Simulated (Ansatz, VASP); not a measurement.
## MgS: VASP beside Ansatz

Contents of INCAR:

```
SYSTEM = MgS
ALGO = Normal
EDIFF = 1E-6
ENCUT = 840
GGA = PE
GGA_COMPAT = .False.
ISIF = 2
ISMEAR = 0
LASPH = .True.
LCHARG = .True.
LELF = .True.
LREAL = .False.
LVHAR = .True.
LWAVE = .False.
NBANDS = 24
NELM = 120
PREC = Accurate
SIGMA = 0.01
```

The input KPOINTS:

```
k-points
0
Gamma
  6 6 4
  0 0 0
```

POSCAR

```
MgS
1.0
    3.5908206090      0.0000000000      0.0000000000
   -1.7954103045      3.1097418678      0.0000000000
    0.0000000000      0.0000000000      6.0522842888
Mg S
2 2
Direct
    0.0000000000      0.0000000000      0.0000000000
    0.0000000000      0.0000000000      0.5000000000
    0.3333333333      0.6666666667      0.2500000000
    0.6666666667      0.3333333333      0.7500000000
```

Input for Ansatz:

```yaml
crystal:
  lattice:
    - [3.590820609, 0.0, 0.0]
    - [-1.7954103045, 3.1097418678, 0.0]
    - [0.0, 0.0, 6.0522842888]
  atoms:
    - { symbol: Mg, position: [0.0, 0.0, 0.0] }
    - { symbol: Mg, position: [0.0, 0.0, 0.5] }
    - { symbol: S, position: [0.3333333333, 0.6666666667, 0.25] }
    - { symbol: S, position: [0.6666666667, 0.3333333333, 0.75] }
kpoints:
  mp_grid: { grid: [6, 6, 4] }
hamiltonian:
  xc: pbe
scf:
  occupations: { method: fixed }
  n_extra_bands: 5
output:
  forces: true
  stress: true
  eigenvalues: true
```

Alike in both runs: task single point; functional PBE; k mesh 6 × 6 × 4; no spin polarisation.

|  | VASP | Ansatz |
| --- | --- | --- |
| version | VASP 6.6.1 | Ansatz 0.2.0 |
| potentials or method | VASP PAW PBE potentials, release 64 (Mg_sv, S) | plane waves, PAW |
| plane-wave cutoff (eV) | 840 | 420 |
| occupations | gaussian, width 0.01 eV | fixed |
| valence electrons in the cell | 32 | 32 |

VASP gave:

```
gap on the k mesh at the Fermi level (eV)                     : 3.50
pressure (GPa)                                                : 5.1
traceless stress, the component that is largest in VASP (GPa) : 0.24
```

Which values does Ansatz return?

gap on the k mesh at the Fermi level (eV): 3.49; pressure (GPa): 5.2; traceless stress, the component that is largest in VASP (GPa): 0.21.
